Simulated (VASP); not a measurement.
Here is a VASP 6.6.1 calculation.

The input INCAR:

```
SYSTEM = Li4SiN
  PREC = Accurate
  ENCUT = 520
  EDIFF = 1E-6
  ISMEAR = 0
  SIGMA = 0.1
  LREAL = .False.
  LASPH = .True.
  NELM = 150
  ALGO = Normal
  ISIF = 2
  LWAVE = .False.
  LCHARG = .True.
  ISPIN = 2
  MAGMOM = 0 0 0 0 0 1
  LORBIT = 11
  GGA = PE
  LELF = .True.
  LVHAR = .True.
  NBANDS = 24
```

File KPOINTS:

```
Automatic mesh
0
Gamma
  4 4 8
  0 0 0
```

The input POSCAR:

```
Li4SiN
1.0
    5.7411974162      0.0000000000      0.0000000000
    0.0000000000      5.7411974162      0.0000000000
    0.0000000000      0.0000000000      2.4462188562
Li Si N
4 1 1
Direct
    0.7038782299      0.7038782299      0.5000000000
    0.2961217701      0.2961217701      0.5000000000
    0.2961217701      0.7038782299      0.5000000000
    0.7038782299      0.2961217701      0.5000000000
    0.0000000000      0.0000000000      0.0000000000
    0.5000000000      0.5000000000      0.0000000000
```

Potentials or basis: VASP PAW PBE potentials, release 64 (Li_sv, Si, N).

Run with:

```console
$ cat potpaw_PBE.64/Li_sv/POTCAR potpaw_PBE.64/Si/POTCAR potpaw_PBE.64/N/POTCAR > POTCAR
$ mpirun -np 1 vasp_std > vasp.out
```

Task: What does it give for the largest force?

Result: 0.100 eV/Å.

Task: What does it give for the net moment?

Result: 0.00 μB per cell.

Forces on the atoms (eV/Å):
```
Li   0.071  0.071  0.000
Li  -0.071 -0.071  0.000
Li  -0.071  0.071  0.000
Li   0.071 -0.071  0.000
Si   0.000  0.000  0.000
N    0.000  0.000  0.000
```
